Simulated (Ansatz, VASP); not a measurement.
## PbSe in VASP and in Ansatz

The input INCAR:

```
SYSTEM = PbSe
PREC = Accurate
ENCUT = 500
EDIFF = 1E-6
ISMEAR = 0
SIGMA = 0.01
LREAL = .False.
LASPH = .True.
NELM = 120
ALGO = Normal
ISIF = 2
LWAVE = .False.
LCHARG = .False.
GGA = PE
NBANDS = 17
GGA_COMPAT = .False.
```

Contents of KPOINTS:

```
Automatic mesh
0
Gamma
  6 6 6
  0 0 0
```

File POSCAR:

```
PbSe
1.0
    0.0000000000      3.1009263293      3.1009263293
    3.1009263293      0.0000000000      3.1009263293
    3.1009263293      3.1009263293      0.0000000000
Pb Se
1 1
Direct
    0.0000000000      0.0000000000      0.0000000000
    0.5000000000      0.5000000000      0.5000000000
```

Input for Ansatz:

```yaml
crystal:
  lattice:
    - [0.0, 3.1009263293022253, 3.1009263293022253]
    - [3.1009263293022253, 0.0, 3.1009263293022253]
    - [3.1009263293022253, 3.1009263293022253, 0.0]
  atoms:
    - { symbol: Pb, position: [0.0, 0.0, 0.0] }
    - { symbol: Se, position: [0.5, 0.5, 0.5] }
basis:
  ecutwfc: 557.833418042754
kpoints:
  mp_grid:
    grid: [6, 6, 6]
hamiltonian:
  pseudopotentials:
    kind: paw
scf:
  occupations:
    method: fixed
output:
  stress: true
```

Alike in both runs: task single point; functional PBE; k mesh 6 × 6 × 6; no spin polarisation.

|  | VASP | Ansatz |
| --- | --- | --- |
| version | VASP 6.6.1 | Ansatz 0.2.0 |
| potentials or method | VASP PAW PBE potentials, release 64 (Pb_d, Se), cutoff 500 eV | plane waves, PAW |
| occupations | gaussian, width 0.01 eV | fixed |
| valence electrons in the cell | 20 | 30 |

|  | VASP | Ansatz | Ansatz less VASP |
| --- | --- | --- | --- |
| pressure (GPa) | 0.3 | 0.3 | +0.02 |

VASP's potentials hold 20 valence electrons a cell and Ansatz's 30, so a difference there can come from the potentials and not from the codes.

Spin-orbit coupling is off throughout.
